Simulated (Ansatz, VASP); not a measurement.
## Al: VASP beside Ansatz

```
CELL_PARAMETERS angstrom
0.00000 1.99180 1.99180
1.99180 0.00000 1.99180
1.99180 1.99180 0.00000
ATOMIC_POSITIONS crystal
Al 0.00000 0.00000 0.00000
```

Alike in both runs: functional LDA; k mesh 18 × 18 × 18; occupations fermi-dirac, width 0.08 eV; no spin polarisation.

Ansatz relaxed the structure, and its values are those at the end. VASP's run is a single point on that final structure, the one shown.

```csv
,VASP,Ansatz
version,VASP 6.6.1,Ansatz 0.2.0
potentials or method,"VASP PAW LDA potentials, release 64 (Al)","PAW with Ansatz's default frozen-core files, scalar-relativistic"
plane-wave cutoff (eV),520,420
valence electrons in the cell,3,3
```

```csv
,VASP,Ansatz,Ansatz less VASP
pressure (GPa),0.1,0.0,-0.07
```

LDA's correlation is that of Perdew and Zunger in VASP and of Perdew and Wang (1992) in Ansatz.
